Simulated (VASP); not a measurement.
A run of VASP 6.6.1 is set up as follows.

INCAR

```
SYSTEM = Rh
ALGO     = Fast           ! electronic algorithm
EDIFF    = 1E-6           ! SCF threshold, eV
ENCUT    = 520            ! plane-wave cutoff, eV
GGA      = PS             ! functional
ISIF     = 2              ! what is computed and relaxed
ISMEAR   = 0              ! smearing method
LASPH    = .True.         ! aspherical terms in the spheres
LCHARG   = .True.         ! write CHGCAR
LELF     = .True.         ! ELF
LREAL    = .False.        ! projectors in reciprocal space
LVHAR    = .True.       
LWAVE    = .False.        ! write WAVECAR
NBANDS   = 14             ! bands
NELM     = 60             ! most SCF steps
PREC     = Accurate       ! precision mode
SIGMA    = 0.1            ! smearing width, eV
```

KPOINTS

```
k-points
0
Gamma
  18 18 18
  0 0 0
```

Contents of POSCAR:

```
Rh
1.0
    0.0000000000      1.8899900488      1.8899900488
    1.8899900488      0.0000000000      1.8899900488
    1.8899900488      1.8899900488      0.0000000000
Rh
1
Direct
    0.0000000000      0.0000000000      0.0000000000
```

Potentials or basis: VASP PAW PBE potentials, release 64 (Rh_pv).

Command:

```sh
$ cat potpaw_PBE.64/Rh_pv/POTCAR > POTCAR
$ mpirun -np 1 vasp_std > vasp.out
```

Q: What does it give for the pressure?

A: -0.2 GPa.

Caveat: the PAW data sets were made with another functional, which shifts forces and pressure a little.
